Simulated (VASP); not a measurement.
Input of a VASP 6.6.1 run:

INCAR

```
SYSTEM = CdS
PREC     = Accurate       ! precision mode
ENCUT    = 520            ! plane-wave cutoff, eV
EDIFF    = 1E-6           ! SCF threshold, eV
ISMEAR   = 0              ! smearing method
SIGMA    = 0.02           ! smearing width, eV
LREAL    = .False.        ! projectors in reciprocal space
LASPH    = .True.         ! aspherical terms in the spheres
NELM     = 60             ! most SCF steps
ALGO     = Normal         ! electronic algorithm
ISIF     = 2              ! what is computed and relaxed
LWAVE    = .False.        ! write WAVECAR
LCHARG   = .True.         ! write CHGCAR
GGA      = PE             ! functional
LELF     = .True.         ! ELF
LVHAR    = .True.       
NBANDS   = 16             ! bands
```

KPOINTS

```
regular mesh
0
Gamma
  8 8 8
  0 0 0
```

POSCAR

```
CdS
1.0
    0.0000000000      2.9632110671      2.9632110671
    2.9632110671      0.0000000000      2.9632110671
    2.9632110671      2.9632110671      0.0000000000
Cd S
1 1
Direct
    0.0000000000      0.0000000000      0.0000000000
    0.2500000000      0.2500000000      0.2500000000
```

Potentials or basis: VASP PAW PBE potentials, release 64 (Cd, S).

The run is started by

```bash
$ cat potpaw_PBE.64/Cd/POTCAR potpaw_PBE.64/S/POTCAR > POTCAR
$ mpirun -np 1 vasp_std > vasp.out
```

(1) Estimate the pressure.

(2) Predict the band gap on the k mesh.

Results:

(1) 0.3 GPa.

(2) 1.04 eV, direct.
